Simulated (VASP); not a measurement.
A run of VASP 6.6.1 is set up as follows.

File INCAR:

```
SYSTEM = Ti
  PREC = Accurate
  ENCUT = 520
  EDIFF = 1E-7
  ISMEAR = 0
  SIGMA = 0.1
  LREAL = .FALSE.
  LASPH = .TRUE.
  NELM = 80
  ALGO = Fast
  ISIF = 2
  LWAVE = .FALSE.
  LCHARG = .TRUE.
  GGA = PS
  LELF = .TRUE.
  LVHAR = .TRUE.
  NBANDS = 19
```

File KPOINTS:

```
Automatic mesh
0
G
  24 24 12
  0 0 0
```

Contents of POSCAR:

```
Ti
1.0
    2.9004352004      0.0000000000      0.0000000000
   -1.4502176002      2.5118505656      0.0000000000
    0.0000000000      0.0000000000      4.6369003514
Ti
2
Direct
    0.3333333333      0.6666666667      0.2500000000
    0.6666666667      0.3333333333      0.7500000000
```

Potentials or basis: VASP PAW PBE potentials, release 64 (Ti_sv).

Run with:

```console
$ cat potpaw_PBE.64/Ti_sv/POTCAR > POTCAR
$ mpirun -np 1 vasp_std > vasp.out
```

Q: Estimate the band gap on the k mesh.

A: Zero (bands 12 and 13 overlap by 1.16 eV).

Q: What does it give for the pressure?

A: -1.5 GPa.

Stress tensor (GPa, compression positive):
```
-1.12  0.00  0.00
 0.00 -1.12  0.00
 0.00  0.00 -2.36
```

Caveat: the cell differs from its parent crystal (strain along c alone, the other axes held: +1.0 %); the PAW data sets were made with another functional, which shifts forces and pressure a little.
